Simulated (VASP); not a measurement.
# La: single point with PBEsol

La:

```
La
1.0
    -1.74522    1.74522    1.74522
     1.74522   -1.74522    1.74522
     1.74522    1.74522   -1.74522
La
1
Direct
  0.00000 0.00000 0.00000
```

* Program: VASP 6.6.1
* Task: single point
* Functional: PBEsol
* Potentials or basis: VASP PAW PBE potentials, release 64 (La)
* Cutoff: 520 eV
* k mesh: 9 × 9 × 9
* Occupations: fermi-dirac, width 0.05 eV
* Spin: no spin polarisation
* Dipole correction: no
* Further INCAR settings: ALGO = Normal; EDIFF = 1e-06; NBANDS = 12

| Quantity | Value |
| --- | --- |
| Pressure | 30.3 GPa |

Levels at points of the mesh, in eV from the Fermi level:
| k point | band 2 | band 3 | band 4 | band 5 | band 6 | band 7 | band 8 | band 9 | band 10 | band 11 |
| --- | --- | --- | --- | --- | --- | --- | --- | --- | --- | --- |
| (0.00, 0.00, 0.00) | -13.23 | -13.23 | -13.23 | -1.01 | 1.93 | 1.93 | 1.93 | 2.15 | 2.15 | 2.15 |

It took 8.5 s on 1 thread of Intel(R) Xeon(R) Platinum 8488C (Sapphire Rapids) (shared host), peak memory 0.15 GiB.

Caveat: the PAW data sets were made with another functional, which shifts forces and pressure a little; spin-orbit coupling is left out, which moves the levels of the heavy elements.
